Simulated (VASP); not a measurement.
A run of VASP 6.6.1 is set up as follows.

File INCAR:

```
SYSTEM = BeZn2O3
PREC = Accurate
ENCUT = 600
EDIFF = 1E-6
ISMEAR = 0
SIGMA = 0.15
LREAL = .False.
LASPH = .True.
NELM = 120
ALGO = Normal
ISIF = 2
LWAVE = .False.
LCHARG = .True.
GGA = PE
LELF = .True.
LVHAR = .True.
NBANDS = 31
GGA_COMPAT = .False.
```

The input KPOINTS:

```
Automatic mesh
0
Gamma
  4 4 2
  0 0 0
```

The input POSCAR:

```
BeZn2O3
1.0
    3.0692965819      0.0000000000      0.0000000000
   -1.5346482909      2.6580888116      0.0000000000
    0.0000000000      0.0000000000      7.6947342288
Be Zn O
1 2 3
Direct
    0.0000000000      0.0000000000      0.0082990825
    0.6666666667      0.3333333333      0.6859744464
    0.3333333333      0.6666666667      0.3227259503
    0.6666666667      0.3333333333      0.9422019700
    0.0000000000      0.0000000000      0.2146245004
    0.3333333333      0.6666666667      0.5761740504
```

Potentials or basis: VASP PAW PBE potentials, release 64 (Be, Zn, O).

The run is started by

```bash
$ cat potpaw_PBE.64/Be/POTCAR potpaw_PBE.64/Zn/POTCAR potpaw_PBE.64/O/POTCAR > POTCAR
$ mpirun -np 1 vasp_std > vasp.out
```

(1) Predict the band gap on the k mesh.

(2) Estimate the largest force.

(3) Estimate the pressure.

Results:

(1) 1.50 eV, direct.

(2) 0.046 eV/Å.

(3) 1.0 GPa.

Caveat: the k points lie up to 0.59 Å⁻¹ apart.
